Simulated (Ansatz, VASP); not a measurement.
## One calculation of Cd2I, two programs

```xyz
6
Lattice="0.0000 4.4568 4.4568 4.4568 0.0000 4.4568 4.4568 4.4568 0.0000" Properties=species:S:1:pos:R:3 pbc="T T T"
Cd    5.5710    5.5710    5.5710
Cd    5.5710    3.3426    3.3426
Cd    3.3426    3.3426    5.5710
Cd    3.3426    5.5710    3.3426
I     0.0000    0.0000    0.0000
I     2.2284    2.2284    2.2284
```

Alike in both runs: functional PBE; k mesh 8 × 8 × 8; occupations gaussian, width 0.1 eV; no spin polarisation.

Ansatz relaxed the structure, and its values are those at the end. VASP's run is a single point on that final structure, the one shown.

|  | VASP | Ansatz |
| --- | --- | --- |
| version | VASP 6.6.1 | Ansatz 0.2.0 |
| potentials or method | VASP PAW PBE potentials, release 64 (Cd, I), cutoff 520 eV | scalar-relativistic, plane waves, PAW |
| valence electrons in the cell | 62 | 114 |

|  | VASP | Ansatz | Ansatz less VASP |
| --- | --- | --- | --- |
| gap on the k mesh at the Fermi level (eV) | none | none | - |
| pressure (GPa) | 0.1 | 0.0 | -0.10 |

A gap of «none» marks a metal or a gap that the smearing closes. VASP's potentials hold 62 valence electrons a cell and Ansatz's 114, so a difference there can come from the potentials and not from the codes.

Spin-orbit coupling is off throughout.
